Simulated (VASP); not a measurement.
Write the native input for VASP 6.6.1 that does the following.

```yaml
Task: single point
Functional: r2SCAN
Potentials_or_basis: VASP PAW PBE potentials, release 64 (Ti_sv)
Cutoff: 520 eV
k_mesh: 18 × 18 × 18
Occupations: gaussian, width 0.15 eV
Spin: no spin polarisation
Dipole_correction: no
Further_INCAR_settings: ALGO = Normal; EDIFF = 1e-06; NBANDS = 19
```

Ti:

```
CELL_PARAMETERS angstrom
0.00000 -3.25179 0.00000
-3.25179 0.00000 0.00000
0.00000 0.00000 -3.25179
ATOMIC_POSITIONS crystal
Ti 0.50000 0.50000 0.47694
Ti 0.00000 0.00000 0.02306
```

This cell differs from its parent crystal: atoms displaced along a vibrational mode.

The input as run:

POSCAR

```
Ti
1.0
    0.0000000000     -3.2517897414      0.0000000000
   -3.2517897414      0.0000000000      0.0000000000
    0.0000000000      0.0000000000     -3.2517897414
Ti
2
Direct
    0.5000000000      0.5000000000      0.4769357782
    0.0000000000      0.0000000000      0.0230642218
```

INCAR.step1

```
SYSTEM = Ti
PREC = Accurate
ENCUT = 520
ISMEAR = 0
SIGMA = 0.15
LREAL = .False.
LASPH = .True.
NELM = 60
NBANDS = 19
GGA = PE
ALGO = Normal
EDIFF = 1E-4
LWAVE = .True.
LCHARG = .False.
```

INCAR.step2

```
SYSTEM = Ti
PREC = Accurate
ENCUT = 520
EDIFF = 1E-6
ISMEAR = 0
SIGMA = 0.15
LREAL = .False.
LASPH = .True.
NELM = 60
ALGO = Normal
ISIF = 2
LWAVE = .False.
LCHARG = .False.
METAGGA = R2SCAN
LMIXTAU = .True.
NBANDS = 19
ISTART = 1
```

KPOINTS

```
regular mesh
0
Gamma
  18 18 18
  0 0 0
```

Potentials or basis: VASP PAW PBE potentials, release 64 (Ti_sv).

Run with:

```bash
$ cat potpaw_PBE.64/Ti_sv/POTCAR > POTCAR
$ cp INCAR.step1 INCAR
$ mpirun -np 1 vasp_std > vasp.out
$ cp INCAR.step2 INCAR
$ mpirun -np 1 vasp_std > vasp.out
```

Results of the run:

```
Pressure               : 1.1 GPa
Largest force          : 0.719 eV/Å
Band gap on the k mesh : zero (bands 12 and 13 overlap by 1.72 eV)
```

Caveat: the cell differs from its parent crystal (atoms displaced along a vibrational mode); the PAW data sets were made with another functional, which shifts forces and pressure a little.

It took 12 min on 1 thread of Intel Xeon 8259CL (shared host), peak memory 0.38 GiB.
